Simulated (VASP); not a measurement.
# IrRh2 (P6_3/mmc) in VASP: relaxation of shape and atoms at fixed volume with PBE

Aim: the relaxation of shape and atoms at fixed volume of IrRh2 with PBE.

All numbers are computed with VASP 6.6.1; they aren't measurements. Logs are shortened: lines on timing, memory, paths and dates and some standing lists are left out, and cuts for length are marked.

## Step 1: The cell of the first run

Symmetry: P6_3/mmc, No. 194, hexagonal system. The conventional cell has a = 2.617 Å, b = 2.617 Å, c = 12.682 Å, α = 90.00°, β = 90.00°, γ = 120.00°. Within 3.4 Å of Ir (site symmetry -6m2) lie 6 Rh at 2.60 Å and 6 Ir at 2.62 Å. Rh (site symmetry 3m) has 3 Ir at 2.60 Å and 9 Rh at 2.60 to 2.62 Å within 3.4 Å.

## Step 2: Relaxation of shape and atoms at fixed volume, PBE (volume scaled by 0.88)

Contents of INCAR:

```
ALGO     = Fast           # electronic algorithm
EDIFF    = 1E-6           # SCF threshold, eV
EDIFFG   = -0.01          # ionic threshold
ENCUT    = 600            # plane-wave cutoff, eV
GGA      = PE             # functional
IBRION   = 2              # ionic algorithm
ISIF     = 4              # what is computed and relaxed
ISMEAR   = 0              # smearing method
LASPH    = True           # aspherical terms in the spheres
LCHARG   = False          # write CHGCAR
LREAL    = False          # projectors in reciprocal space
LWAVE    = False          # write WAVECAR
NELM     = 100            # most SCF steps
NSW      = 50             # ionic steps
PREC     = Accurate       # precision mode
SIGMA    = 0.1            # smearing width, eV
```

Contents of KPOINTS:

```
k-points
0
Gamma
  18 18 4
```

Contents of POSCAR:

```
IrRh2
1.0
    2.6168894425      0.0000000000      0.0000000000
   -1.3084447213      2.2662927361      0.0000000000
    0.0000000000      0.0000000000     12.6817878989
Ir Rh
2 4
Direct
    0.3333333333      0.6666666667      0.2500000000
    0.6666666667      0.3333333333      0.7500000000
    0.3333333333      0.6666666667      0.9166343751
    0.3333333333      0.6666666667      0.5833656249
    0.6666666667      0.3333333333      0.0833656249
    0.6666666667      0.3333333333      0.4166343751
```

Potentials or basis: VASP PAW PBE potentials, release 64 (Ir, Rh_pv).

The run is started by

```
$ cat potpaw_PBE.64/Ir/POTCAR potpaw_PBE.64/Rh_pv/POTCAR > POTCAR
$ mpirun -np 1 vasp_std > vasp.out
```

OUTCAR:

```text
EDIFF = 1E-6
   EDIFFG = -0.01
   ENCUT = 600
   GGA = PE
   IBRION = 2
   ISIF = 4
   ISMEAR = 0
   LASPH = True
   LREAL = False
   NELM = 100
   NSW = 50
   PREC = Accurate

 ion  position               nearest neighbor table
   1  0.333  0.667  0.250-   5 2.60   6 2.60   5 2.60   6 2.60   5 2.60   6 2.60
   2  0.667  0.333  0.750-   3 2.60   4 2.60   3 2.60   4 2.60   3 2.60   4 2.60
   3  0.333  0.667  0.917-   2 2.60   2 2.60   2 2.60   5 2.60   5 2.60   5 2.60
   4  0.333  0.667  0.583-   2 2.60   2 2.60   2 2.60   6 2.60   6 2.60   6 2.60
   5  0.667  0.333  0.083-   1 2.60   1 2.60   1 2.60   3 2.60   3 2.60   3 2.60
   6  0.667  0.333  0.417-   1 2.60   1 2.60   1 2.60   4 2.60   4 2.60   4 2.60

  LATTYP: Found a hexagonal cell.
 ALAT       =     2.6168894425
 C/A-ratio  =     4.8461305598

  Lattice vectors:

 A1 = (   2.6168894425,   0.0000000000,   0.0000000000)
 A2 = (  -1.3084447213,   2.2662927361,   0.0000000000)
 A3 = (   0.0000000000,   0.0000000000,  12.6817878989)

Analysis of symmetry for initial positions (statically):
=====================================================================
 Subroutine PRICEL returns:
 Original cell was already a primitive cell.

 Routine SETGRP: Setting up the symmetry group for a
 hexagonal supercell.

 Subroutine GETGRP returns: Found 24 space group operations
 (whereof 12 operations were pure point group operations)
 out of a pool of 24 trial point group operations.

The static configuration has the point symmetry D_3d.
 The point group associated with its full space group is D_6h.

Analysis of symmetry for dynamics (positions and initial velocities):
=====================================================================
 Subroutine PRICEL returns:
 Original cell was already a primitive cell.

 Routine SETGRP: Setting up the symmetry group for a
 hexagonal supercell.

 Subroutine GETGRP returns: Found 24 space group operations
 (whereof 12 operations were pure point group operations)
 out of a pool of 24 trial point group operations.

The dynamic configuration has the point symmetry D_3d.
 The point group associated with its full space group is D_6h.

 Subroutine INISYM returns: Found 24 space group operations
 (whereof 12 operations are pure point group operations),
 and found     1 'primitive' translations

----------------------------------------------------------------------------------------

                                     Primitive cell

  volume of cell :      75.2111

  direct lattice vectors                    reciprocal lattice vectors
     2.616889443  0.000000000  0.000000000     0.382133071  0.220624632  0.000000000
    -1.308444721  2.266292736  0.000000000     0.000000000  0.441249263  0.000000000
     0.000000000  0.000000000 12.681787899     0.000000000  0.000000000  0.078853235

  length of vectors
     2.616889443  2.616889443 12.681787899     0.441249263  0.441249263  0.078853235

  position of ions in fractional coordinates (direct lattice)
     0.333333333  0.666666667  0.250000000
     0.666666667  0.333333333  0.750000000
     0.333333333  0.666666667  0.916634375
     0.333333333  0.666666667  0.583365625
     0.666666667  0.333333333  0.083365625
     0.666666667  0.333333333  0.416634375

  ion indices of the primitive-cell ions
   primitive index   ion index
                 1           1
                 2           2
                 3           3
                 4           4
                 5           5
                 6           6

----------------------------------------------------------------------------------------

 KPOINTS: k-points

Automatic generation of k-mesh.
 Grid dimensions read from file:
 generate k-points for:   18   18    4

 Generating k-lattice:

  Cartesian coordinates                     Fractional coordinates (reciprocal lattice)
     0.021229615  0.012256924  0.000000000     0.055555556  0.000000000  0.000000000
     0.000000000  0.024513848  0.000000000     0.000000000  0.055555556  0.000000000
     0.000000000  0.000000000  0.019713309     0.000000000  0.000000000  0.250000000

  Length of vectors
     0.024513848  0.024513848  0.019713309

  Shift w.r.t. Gamma in fractional coordinates (k-lattice)
     0.000000000  0.000000000  0.000000000

 Subroutine IBZKPT returns following result:
 ===========================================

 Found    111 irreducible k-points:

 Following reciprocal coordinates:
            Coordinates               Weight
  0.000000  0.000000  0.000000      1.000000
  0.055556 -0.000000  0.000000      6.000000
  0.111111 -0.000000  0.000000      6.000000
  0.166667 -0.000000  0.000000      6.000000
  0.222222 -0.000000  0.000000      6.000000
  0.277778 -0.000000  0.000000      6.000000
[... 16 lines left out ...]
  0.333333  0.111111  0.000000     12.000000
  0.388889  0.111111  0.000000     12.000000
 [... further k-points ...]
   k-points           NKPTS =    111   k-points in BZ     NKDIM =    111   number of bands    NBANDS=     46
   number of dos      NEDOS =    301   number of ions     NIONS =      6
   total plane-waves  NPLWV =  62208
   dimension x,y,z NGX =    24 NGY =   24 NGZ =  108
   dimension x,y,z NGXF=    48 NGYF=   48 NGZF=  216
   ions per type =               2   4
   NGX,Y,Z   is equivalent  to a cutoff of  15.25, 15.25, 14.16 a.u.
   NGXF,Y,Z  is equivalent  to a cutoff of  30.49, 30.49, 28.32 a.u.
 SYSTEM =  unknown system
   PREC   = accura    normal or accurate (medium, high low for compatibility)
   ISTART =      0    job   : 0-new  1-cont  2-samecut
   ICHARG =      2    charge: 1-file 2-atom 10-const
   ISPIN  =      1    spin polarized calculation?
   LNONCOLLINEAR =      F non collinear calculations
   LSORBIT =      F    spin-orbit coupling
   LASPH  =      T    aspherical Exc in radial PAW
   ENCUT  =  600.0 eV  44.10 Ry    6.64 a.u.   5.23  5.23 25.33*2*pi/ulx,y,z
   NELM   =    100;   NELMIN=  2; NELMDL= -5     # of ELM steps
   EDIFF  = 0.1E-05   stopping-criterion for ELM
   LREAL  =      F    real-space projection
   EDIFFG = -.1E-01   stopping-criterion for IOM
   NSW    =     50    number of steps for IOM
   IBRION =      2    ionic relax: 0-MD 1-quasi-New 2-CG
   NFREE  =      1    steps in history (QN), initial steepest desc. (CG)
   ISIF   =      4    stress and relaxation
   ISYM   =      2    0-nonsym 1-usesym 2-fastsym
   POTIM  = 0.5000    time-step for ionic-motion
   TEBEG  =    0.0;   TEEND  =   0.0 temperature during run
   PSTRESS=    0.0 pullay stress
   NELECT =      78.0000    total number of electrons
   NUPDOWN=      -1.0000    fix difference up-down
   EMIN   =  10.00;   EMAX   =-10.00  energy-range for DOS
   EFERMI =   0.00;   METHOD = LEGACY
   ISMEAR =     0;   SIGMA  =   0.10  broadening in eV -4-tet -1-fermi 0-gaus
   EFERMI_NEDOS =   21; number of points for ismear=-14 and -15
   IALGO  =     68    algorithm
   IMIX   =      4    mixing-type and parameters
     AMIX     =   0.40;   BMIX     =  1.00
     AMIX_MAG =   1.60;   BMIX_MAG =  1.00
  volume/ion in A,a.u.               =      12.54        84.59
  Fermi-wavevector in a.u.,A,eV,Ry     =   1.657089  3.131443 37.360820  2.745943
  Thomas-Fermi vector in A             =   2.744902
   LORBIT       =      0    0 simple, 1 ext, 2 COOP (PROOUT), +10 PAW based schemes
   GGA     = PE    functional components
   LHFCALC =     F    Hartree Fock is set to
   AEXX    =    0.0000 exact exchange contribution
   IVDW    =     0    specifies the selected vdW correction
   LEPSILON=     F    determine dielectric tensor
   LRPA    =     F    only Hartree local field effects (RPA)
 conjugate gradient relaxation of ions
 non-spin polarized calculation
 RMM-DIIS sequential band-by-band and
 Gauss-broadening in eV      SIGMA  =   0.10
  energy-cutoff  :      600.00
  volume of cell :       75.21
 maximum number of plane-waves:      2533
 NGX is ok and might be reduce to    24
   NGX = 11   NGY = 11   NGZ = 51

--------------------------------------- Ionic step        1  -------------------------------------------

 number of electron      77.9999998 magnetization

 Free energy of the ion-electron system (eV)
  ---------------------------------------------------
  ext. energy  EPLUGINS =         0.00000000
  ---------------------------------------------------
  free energy    TOTEN  =       -45.15049012 eV

  energy without entropy =      -45.11848661  energy(sigma->0) =      -45.13448837

------------------------ aborting loop because EDIFF is reached ----------------------------------------

  FORCE on cell =-STRESS in cart. coord.  units (eV):
  Direction    XX          YY          ZZ          XY          YZ          ZX
  --------------------------------------------------------------------------------------
  -------------------------------------------------------------------------------------
  Total       23.8214372     23.8214372     23.9663719     -0.0000000      0.0000000      0.0000000
  in kB      507.4539941    507.4539941    510.5414532     -0.0000000      0.0000000      0.0000000
  external PRESSURE =     508.4831471 kB  Pullay stress =       0.0000000 kB
[... 65 lines left out ...]
  energy  without entropy=      -45.1188097708  energy(sigma->0) =      -45.13481815

--------------------------------------- Ionic step        3  -------------------------------------------

 number of electron      77.9999998 magnetization

 Free energy of the ion-electron system (eV)
  ---------------------------------------------------
  ext. energy  EPLUGINS =         0.00000000
  ---------------------------------------------------
  free energy    TOTEN  =       -45.15130161 eV

  energy without entropy =      -45.11929570  energy(sigma->0) =      -45.13529866

 E-fermi :  13.4305     XC(G=0): -14.6676

 val. band max:       13.4292265070   @ k =   0.3889   0.0000   0.0000
 cond. band min:      13.4333175007   @ k =   0.2778   0.1111   0.2500
 fundamental gap:      0.0040909937
 Fermi energy:        13.4305090725

 k-point     1 :       0.0000    0.0000    0.0000
  band No.  band energies     occupation
      1     -34.1096      2.00000
      2     -34.0985      2.00000
      3     -33.5891      2.00000
      4     -33.5771      2.00000
      5     -33.3933      2.00000
      6     -33.3933      2.00000
[... 1165 lines left out ...]
     45      16.5521      0.00000
     46      18.4384      0.00000

 [... further k-points ...]

------------------------ aborting loop because EDIFF is reached ----------------------------------------

  FORCE on cell =-STRESS in cart. coord.  units (eV):
  Direction    XX          YY          ZZ          XY          YZ          ZX
  --------------------------------------------------------------------------------------
  -------------------------------------------------------------------------------------
  Total       23.8504284     23.8504284     23.7931313     -0.0000000     -0.0000000      0.0000000
  in kB      508.0715766    508.0715766    506.8510097     -0.0000000     -0.0000000      0.0000000
  external PRESSURE =     507.6647210 kB  Pullay stress =       0.0000000 kB
[... 21 lines left out ...]
  FREE ENERGIE OF THE ION-ELECTRON SYSTEM (eV)
  ---------------------------------------------------
  free  energy   TOTEN  =       -45.1513016146 eV

  energy  without entropy=      -45.1192957004  energy(sigma->0) =      -45.13529866

 reached required accuracy - stopping structural energy minimisation
```

It took 11 min on 1 thread of Intel Xeon 6975P-C (Granite Rapids), shared host; peak memory 0.52 GiB.

Results:

```yaml
Free_energy: -45.1513 eV
Energy_gained_by_relaxing: 0.1 meV/atom
Ionic_steps: 3
Pressure_after_relaxing: 50.8 GPa
Band_gap_on_the_k_mesh: zero (band 39 reaches 14.21 eV, above the bottom of band 40 at 11.48 eV)
```

Forces in eV/Å, atoms in the order of the input:
```
Ir   0.000  0.000  0.000
Ir   0.000  0.000  0.000
Rh   0.000  0.000  0.003
Rh   0.000  0.000 -0.003
Rh   0.000  0.000 -0.003
Rh   0.000  0.000  0.003
```

Stress tensor (GPa, compression positive):
```
50.81  0.00  0.00
 0.00 50.81  0.00
 0.00  0.00 50.69
```

The path:
| step | energy change (eV) | largest force (eV/Å) | pressure (GPa) | volume (Å³) |
| --- | --- | --- | --- | --- |
| 1 | 0.0000 | 0.1192 | 50.85 | 75.21 |
| 2 | -0.0003 | 0.0887 | 50.75 | 75.21 |
| 3 | -0.0008 | 0.0025 | 50.77 | 75.21 |

Final structure:
```cif
data_structure
_symmetry_space_group_name_H-M 'P 1'
_symmetry_Int_Tables_number 1
_cell_length_a 2.6163
_cell_length_b 2.6163
_cell_length_c 12.6874
_cell_angle_alpha 90.000
_cell_angle_beta 90.000
_cell_angle_gamma 120.000
_cell_volume 75.21
loop_
_atom_site_label
_atom_site_type_symbol
_atom_site_fract_x
_atom_site_fract_y
_atom_site_fract_z
_atom_site_occupancy
Ir1 Ir 0.33333 0.66667 0.25000 1
Ir2 Ir 0.66667 0.33333 0.75000 1
Rh1 Rh 0.33333 0.66667 0.91689 1
Rh2 Rh 0.33333 0.66667 0.58311 1
Rh3 Rh 0.66667 0.33333 0.08311 1
Rh4 Rh 0.66667 0.33333 0.41689 1
```

Caveat: the cell differs from its parent crystal (volume scaled by 0.88); spin-orbit coupling is left out, which moves the levels of the heavy elements.
